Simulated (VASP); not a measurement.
Input of a VASP 6.6.1 run:

The input INCAR:

```
SYSTEM = SnP2
ALGO = Normal
EDIFF = 1E-6
ENCUT = 500
GGA = PE
GGA_COMPAT = .False.
ISIF = 2
ISMEAR = 0
LASPH = .True.
LCHARG = .False.
LREAL = .False.
LWAVE = .False.
NBANDS = 19
NELM = 120
PREC = Accurate
SIGMA = 0.1
```

File KPOINTS:

```
k-points
0
Gamma
  6 6 6
  0 0 0
```

The input POSCAR:

```
SnP2
1.0
    2.0596021490      1.1891118568      4.8229750935
   -2.0596021490      1.1891118568      4.8229750935
    0.0000000000     -2.3782237086      4.8229750948
Sn P
1 2
Direct
    0.0000000000      0.0000000000      0.0000000000
    0.4264576989      0.4264576989      0.4264576989
    0.5735423011      0.5735423011      0.5735423011
```

Potentials or basis: VASP PAW PBE potentials, release 64 (Sn_d, P).

The run is started by

```bash
$ cat potpaw_PBE.64/Sn_d/POTCAR potpaw_PBE.64/P/POTCAR > POTCAR
$ mpirun -np 1 vasp_std > vasp.out
```

What does it give for the band gap on the k mesh?

Zero (bands 12 and 13 overlap by 1.68 eV).

Predict the pressure.

0.0 GPa.

Forces on the atoms (eV/Å):
```
Sn   0.000  0.000  0.000
P    0.000  0.000  0.060
P    0.000  0.000 -0.060
```

Caveat: spin-orbit coupling is left out, which moves the levels of the heavy elements.
